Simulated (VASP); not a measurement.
# Cd2HgS3 (C2) in VASP: a series of runs

Runs on Cd2HgS3. Level: PBE. Tasks: single point, relaxation of cell and atoms.

All numbers are computed with VASP 6.6.1; they aren't measurements. Logs are shortened: lines on timing, memory, paths and dates and some standing lists are left out, and cuts for length are marked.

## (1) The cell of the first run

Symmetry: C2, No. 5, monoclinic system. The conventional cell has a = 7.246 Å, b = 4.111 Å, c = 9.755 Å, α = 90.00°, β = 96.53°, γ = 90.00°. Cd (site symmetry 1) has 5 S at 2.57 to 3.46 Å within 3.5 Å. Within 3.1 Å of Hg (site symmetry 2) lie 2 S at 2.38 Å. S (site symmetry 2) has 4 Cd at 2.57 to 2.68 Å within 3.4 Å. S (site symmetry 1) has 1 Hg at 2.38 Å and 2 Cd at 2.57 to 2.62 Å within 3.1 Å.

## (2) Single point, PBE

The input, INCAR:

```
PREC = Accurate
ENCUT = 520
EDIFF = 1E-6
ISMEAR = 0
SIGMA = 0.02
LREAL = F
LASPH = T
NELM = 60
ALGO = Normal
ISIF = 2
LWAVE = F
LCHARG = F
GGA = PE
NBANDS = 36
```

The input, KPOINTS:

```
Automatic mesh
0
Gamma
  8 8 4
```

The input, POSCAR:

```
Cd2HgS3
1.0
    3.6231777000     -2.0553410000      0.0000000000
    3.6231777000      2.0553410000      0.0000000000
   -1.1097476000      0.0000000000      9.6919747000
Cd Hg S
2 1 3
Direct
    0.9988820000      0.5943710000      0.1631690000
    0.4056290000      0.0011180000      0.8368310000
    0.6919950000      0.3080050000      0.5000000000
    0.4840040000      0.5159960000      0.0000000000
    0.9588240000      0.5393350000      0.6815380000
    0.4606650000      0.0411760000      0.3184620000
```

Potentials or basis: VASP PAW PBE potentials, release 64 (Cd, Hg, S).

Started as:

```console
> cat potpaw_PBE.64/Cd/POTCAR potpaw_PBE.64/Hg/POTCAR potpaw_PBE.64/S/POTCAR > POTCAR
> mpirun -np 1 vasp_std > vasp.out
```

OUTCAR:

```text
PREC = Accurate
   ENCUT = 520
   EDIFF = 1E-6
   ISMEAR = 0
   LREAL = F
   LASPH = T
   NELM = 60
   ISIF = 2
   GGA = PE

 ion  position               nearest neighbor table
   1  0.999  0.594  0.163-   4 2.57   6 2.57   6 2.62   4 2.68
   2  0.406  0.001  0.837-   4 2.57   5 2.57   5 2.62   4 2.68
   3  0.692  0.308  0.500-   5 2.38   6 2.38   6 3.33   5 3.33
   4  0.484  0.516  0.000-   1 2.57   2 2.57   1 2.68   2 2.68
   5  0.959  0.539  0.682-   3 2.38   2 2.57   2 2.62   3 3.33
   6  0.461  0.041  0.318-   3 2.38   1 2.57   1 2.62   3 3.33

  LATTYP: Found a base centered monoclinic cell.
 ALAT       =     7.2463554000
 B/A-ratio  =     0.5672757922
 C/A-ratio  =     1.3462356270
 COS(beta)  =    -0.1137584077

  Lattice vectors:

 A1 = (   3.6231777000,  -2.0553410000,   0.0000000000)
 A2 = (   3.6231777000,   2.0553410000,   0.0000000000)
 A3 = (  -1.1097476000,   0.0000000000,   9.6919747000)

Analysis of symmetry for initial positions (statically):
=====================================================================
 Subroutine PRICEL returns:
 Original cell was already a primitive cell.

 Routine SETGRP: Setting up the symmetry group for a
 base centered monoclinic supercell.

 Subroutine GETGRP returns: Found  2 space group operations
 (whereof  2 operations were pure point group operations)
 out of a pool of  4 trial point group operations.

The static configuration has the point symmetry C_2 .

Analysis of symmetry for dynamics (positions and initial velocities):
=====================================================================
 Subroutine PRICEL returns:
 Original cell was already a primitive cell.

 Routine SETGRP: Setting up the symmetry group for a
 base centered monoclinic supercell.

 Subroutine GETGRP returns: Found  2 space group operations
 (whereof  2 operations were pure point group operations)
 out of a pool of  4 trial point group operations.

The dynamic configuration has the point symmetry C_2 .

 Subroutine INISYM returns: Found  2 space group operations
 (whereof  2 operations are pure point group operations),
 and found     1 'primitive' translations

----------------------------------------------------------------------------------------

                                     Primitive cell

  volume of cell :     144.3497

  direct lattice vectors                    reciprocal lattice vectors
     3.623177700 -2.055341000  0.000000000     0.138000408 -0.243268635  0.015801282
     3.623177700  2.055341000  0.000000000     0.138000408  0.243268635  0.015801282
    -1.109747600  0.000000000  9.691974700     0.000000000  0.000000000  0.103178148

  length of vectors
     4.165554378  4.165554378  9.755301806     0.280131080  0.280131080  0.103178148

  position of ions in fractional coordinates (direct lattice)
     0.998882000  0.594371000  0.163169000
     0.405629000  0.001118000  0.836831000
     0.691995000  0.308005000  0.500000000
     0.484004000  0.515996000  0.000000000
     0.958824000  0.539335000  0.681538000
     0.460665000  0.041176000  0.318462000

  ion indices of the primitive-cell ions
   primitive index   ion index
                 1           1
                 2           2
                 3           3
                 4           4
                 5           5
                 6           6

----------------------------------------------------------------------------------------

 KPOINTS: Automatic mesh

Automatic generation of k-mesh.
 Grid dimensions read from file:
 generate k-points for:    8    8    4

 Generating k-lattice:

  Cartesian coordinates                     Fractional coordinates (reciprocal lattice)
     0.017250051 -0.030408579  0.001975160     0.125000000  0.000000000  0.000000000
     0.017250051  0.030408579  0.001975160     0.000000000  0.125000000  0.000000000
     0.000000000  0.000000000  0.025794537     0.000000000  0.000000000  0.250000000

  Length of vectors
     0.035016385  0.035016385  0.025794537

  Shift w.r.t. Gamma in fractional coordinates (k-lattice)
     0.000000000  0.000000000  0.000000000

 Subroutine IBZKPT returns following result:
 ===========================================

 Found     78 irreducible k-points:

 Following reciprocal coordinates:
            Coordinates               Weight
  0.000000  0.000000  0.000000      1.000000
  0.125000  0.000000  0.000000      4.000000
  0.250000  0.000000  0.000000      4.000000
  0.375000  0.000000  0.000000      4.000000
  0.500000  0.000000  0.000000      2.000000
  0.125000  0.125000  0.000000      2.000000
[... 16 lines left out ...]
  0.125000  0.000000  0.250000      4.000000
  0.250000  0.000000  0.250000      4.000000
 [... further k-points ...]
   k-points           NKPTS =     78   k-points in BZ     NKDIM =     78   number of bands    NBANDS=     36
   number of dos      NEDOS =    301   number of ions     NIONS =      6
   total plane-waves  NPLWV =  81920
   dimension x,y,z NGX =    32 NGY =   32 NGZ =   80
   dimension x,y,z NGXF=    64 NGYF=   64 NGZF=  160
   ions per type =               2   1   3
   NGX,Y,Z   is equivalent  to a cutoff of  12.77, 12.77, 13.63 a.u.
   NGXF,Y,Z  is equivalent  to a cutoff of  25.54, 25.54, 27.27 a.u.
 SYSTEM =  unknown system
   PREC   = accura    normal or accurate (medium, high low for compatibility)
   ISTART =      0    job   : 0-new  1-cont  2-samecut
   ICHARG =      2    charge: 1-file 2-atom 10-const
   ISPIN  =      1    spin polarized calculation?
   LNONCOLLINEAR =      F non collinear calculations
   LSORBIT =      F    spin-orbit coupling
   LASPH  =      T    aspherical Exc in radial PAW
   ENCUT  =  520.0 eV  38.22 Ry    6.18 a.u.   7.75  7.75 18.14*2*pi/ulx,y,z
   NELM   =     60;   NELMIN=  2; NELMDL= -5     # of ELM steps
   EDIFF  = 0.1E-05   stopping-criterion for ELM
   LREAL  =      F    real-space projection
   EDIFFG = 0.1E-04   stopping-criterion for IOM
   NSW    =      0    number of steps for IOM
   IBRION =     -1    ionic relax: 0-MD 1-quasi-New 2-CG
   NFREE  =      0    steps in history (QN), initial steepest desc. (CG)
   ISIF   =      2    stress and relaxation
   ISYM   =      2    0-nonsym 1-usesym 2-fastsym
   POTIM  = 0.5000    time-step for ionic-motion
   TEBEG  =    0.0;   TEEND  =   0.0 temperature during run
   PSTRESS=    0.0 pullay stress
   NELECT =      54.0000    total number of electrons
   NUPDOWN=      -1.0000    fix difference up-down
   EMIN   =  10.00;   EMAX   =-10.00  energy-range for DOS
   EFERMI =   0.00;   METHOD = LEGACY
   ISMEAR =     0;   SIGMA  =   0.02  broadening in eV -4-tet -1-fermi 0-gaus
   EFERMI_NEDOS =   21; number of points for ismear=-14 and -15
   IALGO  =     38    algorithm
   IMIX   =      4    mixing-type and parameters
     AMIX     =   0.40;   BMIX     =  1.00
     AMIX_MAG =   1.60;   BMIX_MAG =  1.00
  volume/ion in A,a.u.               =      24.06       162.35
  Fermi-wavevector in a.u.,A,eV,Ry     =   1.179598  2.229118 18.931857  1.391452
  Thomas-Fermi vector in A             =   2.315906
   LORBIT       =      0    0 simple, 1 ext, 2 COOP (PROOUT), +10 PAW based schemes
   GGA     = PE    functional components
   LHFCALC =     F    Hartree Fock is set to
   AEXX    =    0.0000 exact exchange contribution
   IVDW    =     0    specifies the selected vdW correction
   LEPSILON=     F    determine dielectric tensor
   LRPA    =     F    only Hartree local field effects (RPA)
 non-spin polarized calculation
 Gauss-broadening in eV      SIGMA  =   0.02
  energy-cutoff  :      520.00
  volume of cell :      144.35
 maximum number of plane-waves:      3914
   NGX = 15   NGY = 15   NGZ = 37

 number of electron      54.0000004 magnetization

 Free energy of the ion-electron system (eV)
  ---------------------------------------------------
  ext. energy  EPLUGINS =         0.00000000
  ---------------------------------------------------
  free energy    TOTEN  =       -16.41431096 eV

  energy without entropy =      -16.41431096  energy(sigma->0) =      -16.41431096

 E-fermi :   1.8398     XC(G=0):  -9.5474

 val. band max:        1.7133782264   @ k =   0.0000   0.0000   0.5000
 cond. band min:       2.7612527154   @ k =   0.0000   0.0000   0.0000
 fundamental gap:      1.0478744890
 Fermi energy:         1.8397897210

 k-point     1 :       0.0000    0.0000    0.0000
  band No.  band energies     occupation
      1     -10.9036      2.00000
      2     -10.1868      2.00000
      3     -10.0539      2.00000
      4      -6.0741      2.00000
      5      -5.8766      2.00000
      6      -5.8602      2.00000
[... 28 lines left out ...]
     35       8.8859      0.00000
     36       9.8469      0.00000

 k-point     2 :       0.1250    0.0000    0.0000
  band No.  band energies     occupation
      1     -10.8404      2.00000
      2     -10.1742      2.00000
      3     -10.0169      2.00000
      4      -6.0522      2.00000
      5      -5.8760      2.00000
      6      -5.8583      2.00000
[... 28 lines left out ...]
     35       9.1361      0.00000
     36       9.5230      0.00000

 k-point     3 :       0.2500    0.0000    0.0000
  band No.  band energies     occupation
      1     -10.6828      2.00000
      2     -10.1358      2.00000
      3      -9.9328      2.00000
      4      -5.9975      2.00000
      5      -5.8790      2.00000
      6      -5.8567      2.00000
[... 28 lines left out ...]
     35       8.8810      0.00000
     36       9.3728      0.00000
[... 742 lines left out ...]
 k-point    23 :       0.1250    0.0000    0.2500
  band No.  band energies     occupation
      1     -10.7895      2.00000
      2     -10.3689      2.00000
      3      -9.8636      2.00000
      4      -6.0628      2.00000
      5      -5.8955      2.00000
      6      -5.8547      2.00000
[... 28 lines left out ...]
     35       9.0889      0.00000
     36       9.3997      0.00000

 k-point    24 :       0.2500    0.0000    0.2500
  band No.  band energies     occupation
      1     -10.6419      2.00000
      2     -10.2710      2.00000
      3      -9.8335      2.00000
      4      -6.0162      2.00000
      5      -5.8966      2.00000
      6      -5.8497      2.00000
[... 28 lines left out ...]
     35       8.6972      0.00000
     36       9.4642      0.00000

 [... further k-points ...]

------------------------ aborting loop because EDIFF is reached ----------------------------------------

  FORCE on cell =-STRESS in cart. coord.  units (eV):
  Direction    XX          YY          ZZ          XY          YZ          ZX
  --------------------------------------------------------------------------------------
  -------------------------------------------------------------------------------------
  Total        0.3297880      0.2285411      0.3749445      0.0000000      0.0000000      0.1145032
  in kB        3.6604088      2.5366416      4.1616142      0.0000000      0.0000000      1.2709028
  external PRESSURE =       3.4528882 kB  Pullay stress =       0.0000000 kB

 VOLUME and BASIS-vectors are now :
 -----------------------------------------------------------------------------
  energy-cutoff  :      520.00
  volume of cell :      144.35
      direct lattice vectors                 reciprocal lattice vectors
     3.623177700 -2.055341000  0.000000000     0.138000408 -0.243268635  0.015801282
     3.623177700  2.055341000  0.000000000     0.138000408  0.243268635  0.015801282
    -1.109747600  0.000000000  9.691974700     0.000000000  0.000000000  0.103178148

 POSITION                                       TOTAL-FORCE (eV/Angst)
 -----------------------------------------------------------------------------------
      5.59156     -0.83141      1.58143         0.003357     -0.000067      0.001276
      0.54505     -0.83141      8.11054        -0.003357     -0.000067     -0.001276
      3.06830     -0.78923      4.84599         0.000000      0.006954      0.000000
      3.62318      0.06575      0.00000         0.000000     -0.010762      0.000000
      4.67176     -0.86219      6.60545         0.054800      0.001971      0.023342
      1.46485     -0.86219      3.08653        -0.054800      0.001971     -0.023342
 -----------------------------------------------------------------------------------
    total drift:                               -0.000000     -0.000602     -0.000000

  FREE ENERGIE OF THE ION-ELECTRON SYSTEM (eV)
  ---------------------------------------------------
  free  energy   TOTEN  =       -16.4143109587 eV

  energy  without entropy=      -16.4143109587  energy(sigma->0) =      -16.41431096
```

Run time: 5.5 min. Hardware: 1 thread of Intel Xeon Platinum 8375C at 2.90GHz (Ice Lake), shared host; peak memory 0.51 GiB.

What came out:

```
Free energy            : -16.4143 eV
Pressure               : 0.3 GPa
Largest force          : 0.060 eV/Å
Band gap on the k mesh : 1.05 eV (least direct gap 1.11 eV)
```

Forces in eV/Å, atoms in the order of the input:
```
Cd   0.003  0.000  0.001
Cd  -0.003  0.000 -0.001
Hg   0.000  0.007  0.000
S    0.000 -0.011  0.000
S    0.055  0.002  0.023
S   -0.055  0.002 -0.023
```

Levels at points of the mesh, in eV from the valence-band top:
```csv
k point,band 25,band 26,band 27,band 28,band 29,band 30
"(0.00, 0.00, 0.00)",-0.41,-0.30,-0.06,1.05,3.27,3.59
"(0.50, 0.00, 0.00)",-1.25,-0.96,-0.71,2.25,3.14,3.48
"(0.50, 0.50, 0.00)",-1.29,-0.72,-0.44,2.00,3.00,3.29
"(0.00, 0.00, 0.50)",-0.36,-0.26,0.00,2.04,2.56,3.50
"(0.50, 0.00, 0.50)",-1.30,-0.76,-0.69,2.27,3.03,3.45
"(0.50, 0.50, 0.50)",-1.11,-0.73,-0.59,2.11,2.74,4.07
```

Caveat: spin-orbit coupling is left out, which moves the levels of the heavy elements. A k mesh can miss the band edges.

## (3) Relaxation of cell and atoms, PBE

The input, INCAR:

```
SYSTEM = Cd2HgS3
ALGO = Normal
EDIFF = 1E-6
EDIFFG = -0.01
ENCUT = 600
GGA = PE
IBRION = 2
ISIF = 3
ISMEAR = 0
LASPH = .TRUE.
LCHARG = .FALSE.
LREAL = .FALSE.
LWAVE = .FALSE.
NELM = 100
NSW = 100
PREC = Accurate
SIGMA = 0.02
```

The input, KPOINTS:

```
k-points
0
G
  8 8 4
  0 0 0
```

POSCAR is that of step 2.

Potentials or basis: VASP PAW PBE potentials, release 64 (Cd, Hg, S).

Started as:

```console
> cat potpaw_PBE.64/Cd/POTCAR potpaw_PBE.64/Hg/POTCAR potpaw_PBE.64/S/POTCAR > POTCAR
> mpirun -np 1 vasp_std > vasp.out
```

Run time: 33 min. Hardware: 1 thread of Oxide Virtual Turin-like, shared host; peak memory 0.59 GiB.

The run converged. Its results:

```
Free energy                           : -16.4152 eV
Relaxed volume                        : 24.18 Å³/atom
Relaxed cell                          : a = 4.173 Å, b = 4.173 Å, c = 9.773 Å, α = 95.64°, β = 95.64°, γ = 59.11°
Space group after relaxing (to 0.1 Å) : C2 (No. 5)
Energy gained by relaxing             : 0.2 meV/atom
Ionic steps                           : 5
Pressure after relaxing               : 0.0 GPa
Largest force after relaxing          : 0.009 eV/Å
Band gap on the k mesh                : 1.03 eV (least direct gap 1.09 eV)
```

Forces on the atoms (eV/Å):
```
Cd   0.000 -0.001  0.001
Cd   0.000 -0.001 -0.001
Hg   0.000  0.004  0.000
S    0.000 -0.003  0.000
S    0.008  0.001 -0.003
S   -0.008  0.001  0.003
```

The path:
```tsv
step	energy change (eV)	largest force (eV/Å)	pressure (GPa)	volume (Å³)
1	0.0000	0.0594	0.34	144.35
2	-0.0006	0.0325	-0.19	145.41
3	-0.0009	0.0137	0.02	145.03
4	-0.0009	0.0136	0.01	145.04
5	-0.0009	0.0089	-0.01	145.09
```

Final structure:
```cif
data_structure
_symmetry_space_group_name_H-M 'P 1'
_symmetry_Int_Tables_number 1
_cell_length_a 4.1728
_cell_length_b 4.1728
_cell_length_c 9.7727
_cell_angle_alpha 95.641
_cell_angle_beta 95.641
_cell_angle_gamma 59.110
_cell_volume 145.09
loop_
_atom_site_label
_atom_site_type_symbol
_atom_site_fract_x
_atom_site_fract_y
_atom_site_fract_z
_atom_site_occupancy
Cd1 Cd 0.99888 0.59439 0.16316 1
Cd2 Cd 0.40561 0.00112 0.83684 1
Hg1 Hg 0.69190 0.30810 0.50000 1
S1 S 0.48415 0.51585 0.00000 1
S2 S 0.95911 0.53965 0.68157 1
S3 S 0.46035 0.04089 0.31843 1
```

Levels at points of the mesh, in eV from the valence-band top:
| k point | band 23 | band 24 | band 25 | band 26 | band 27 | band 28 | band 29 | band 30 | band 31 | band 32 |
| --- | --- | --- | --- | --- | --- | --- | --- | --- | --- | --- |
| (0.00, 0.00, 0.00) | -0.73 | -0.56 | -0.40 | -0.30 | -0.06 | 1.03 | 3.27 | 3.57 | 5.19 | 5.79 |
| (0.50, 0.00, 0.00) | -1.89 | -1.49 | -1.24 | -0.95 | -0.71 | 2.24 | 3.13 | 3.46 | 3.75 | 5.47 |
| (0.50, 0.50, 0.00) | -1.80 | -1.44 | -1.28 | -0.71 | -0.44 | 1.98 | 3.00 | 3.28 | 4.37 | 5.75 |
| (0.00, 0.00, 0.50) | -0.89 | -0.55 | -0.36 | -0.25 | 0.00 | 2.03 | 2.53 | 3.50 | 5.02 | 6.68 |
| (0.50, 0.00, 0.50) | -2.22 | -1.36 | -1.29 | -0.76 | -0.68 | 2.26 | 3.01 | 3.46 | 4.13 | 5.29 |
| (0.50, 0.50, 0.50) | -2.02 | -1.20 | -1.10 | -0.72 | -0.59 | 2.11 | 2.72 | 4.07 | 4.09 | 6.00 |

Caveat: spin-orbit coupling is left out, which moves the levels of the heavy elements.
